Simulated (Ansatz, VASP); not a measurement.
Ge: VASP beside Ansatz

```
Ge
1.0
     3.99805    0.00000    0.00000
    -1.99903    3.46241    0.00000
     0.00000    0.00000    6.59355
Ge
4
Direct
  0.33333 0.66667 0.06283
  0.66667 0.33333 0.56283
  0.66667 0.33333 0.93717
  0.33333 0.66667 0.43717
```

Alike in both runs: functional PBEsol; k mesh 12 × 12 × 7; occupations gaussian, width 0.03 eV; no spin polarisation.

Ansatz relaxed the structure, and its values are those at the end. VASP's run is a single point on that final structure, the one shown.

|  | VASP | Ansatz |
| --- | --- | --- |
| version | VASP 6.6.1 | Ansatz 0.2.0 |
| potentials or method | VASP PAW PBE potentials, release 64 (Ge_d) | scalar-relativistic, plane waves, PAW |
| plane-wave cutoff (eV) | 520 | 420 |
| valence electrons in the cell | 56 | 56 |

```csv
,VASP,Ansatz,Ansatz less VASP
pressure (GPa),-0.1,0.0,+0.11
```

VASP's potentials were made for PBE, not for PBEsol. The functional is the same, so the differences come from potentials, cutoffs and numerics.
